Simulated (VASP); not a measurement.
# Mg9O8 (a cell with a defect): single point with LDA

Crystal: Mg9O8 (a cell with a defect).

```
CELL_PARAMETERS angstrom
0.00000 4.31000 4.31000
4.31000 0.00000 4.31000
4.31000 4.31000 0.00000
ATOMIC_POSITIONS crystal
Mg 0.02840 0.02994 0.98316
Mg 0.90878 0.90873 0.42396
Mg 0.00781 0.50624 0.01307
Mg 0.02654 0.47320 0.50961
Mg 0.50573 0.00649 0.01424
Mg 0.47356 0.02279 0.51203
Mg 0.50950 0.50876 0.00675
Mg 0.50832 0.50613 0.50819
Mg 0.04017 0.03977 0.58399
O 0.26949 0.26732 0.25073
O 0.26275 0.26182 0.75378
O 0.27146 0.73745 0.23815
O 0.27229 0.75213 0.77872
O 0.73955 0.27186 0.23675
O 0.75349 0.27342 0.77709
O 0.76945 0.76915 0.28161
O 0.73844 0.73994 0.79092
```

| Property | Result |
| --- | --- |
| Program | VASP 6.6.1 |
| Task | single point |
| Functional | LDA |
| Potentials or basis | VASP PAW LDA potentials, release 64 (Mg, O) |
| Cutoff | 520 eV |
| k mesh | 2 × 2 × 2 |
| Occupations | fermi-dirac, width 0.02 eV |
| Spin | no spin polarisation |
| Dipole correction | no |
| Further INCAR settings | LREAL = Auto; ALGO = Normal; EDIFF = 1e-06; NBANDS = 47 |

* Pressure: 15.7 GPa
* Largest force: 0.392 eV/Å
* Band gap on the k mesh: 0.07 eV

Forces in eV/Å, atoms in the order of the input:
```
Mg  -0.020 -0.008 -0.124
Mg   0.056  0.052  0.061
Mg   0.003 -0.062  0.000
Mg   0.142  0.049  0.068
Mg  -0.055  0.002  0.016
Mg   0.057  0.152  0.091
Mg  -0.018 -0.016 -0.081
Mg   0.005  0.001 -0.016
Mg  -0.126 -0.132  0.346
O    0.045  0.039 -0.126
O    0.013  0.013 -0.048
O   -0.030  0.012 -0.038
O    0.006  0.008  0.005
O    0.012 -0.021 -0.054
O    0.005  0.003 -0.006
O   -0.022 -0.018  0.015
O   -0.071 -0.074 -0.109
```

Stress tensor (GPa, compression positive):
```
16.36  4.51  3.49
 4.51 16.28  3.53
 3.49  3.53 14.37
```

Levels at points of the mesh, in eV from the valence-band top:
| k point | band 31 | band 32 | band 33 | band 34 | band 35 | band 36 |
| --- | --- | --- | --- | --- | --- | --- |
| (0.00, 0.00, 0.00) | -5.98 | -5.83 | -2.32 | 0.39 | 0.78 | 0.91 |
| (0.50, 0.00, 0.00) | -6.07 | -6.02 | -0.52 | 0.07 | 1.21 | 1.94 |
| (0.00, 0.50, 0.00) | -6.08 | -6.02 | -0.52 | 0.07 | 1.22 | 1.94 |
| (0.00, 0.00, 0.50) | -6.13 | -5.98 | -0.48 | 0.13 | 1.27 | 1.94 |
| (0.50, 0.50, 0.50) | -6.17 | -6.13 | -0.25 | 0.18 | 1.86 | 1.88 |
| (0.50, 0.50, 0.00) | -6.30 | -6.17 | 0.00 | 0.86 | 1.70 | 1.99 |
| (0.00, 0.50, 0.50) | -6.29 | -6.22 | -0.01 | 0.84 | 1.74 | 2.13 |
| (0.50, 0.00, 0.50) | -6.29 | -6.22 | -0.01 | 0.84 | 1.74 | 2.13 |

Run time: 2.5 min on 1 thread of AMD EPYC 7R43 64-Core Processor (Zen 3), on a shared host, peak memory 0.23 GiB.

Caveat: the k points lie up to 0.63 Å⁻¹ apart.
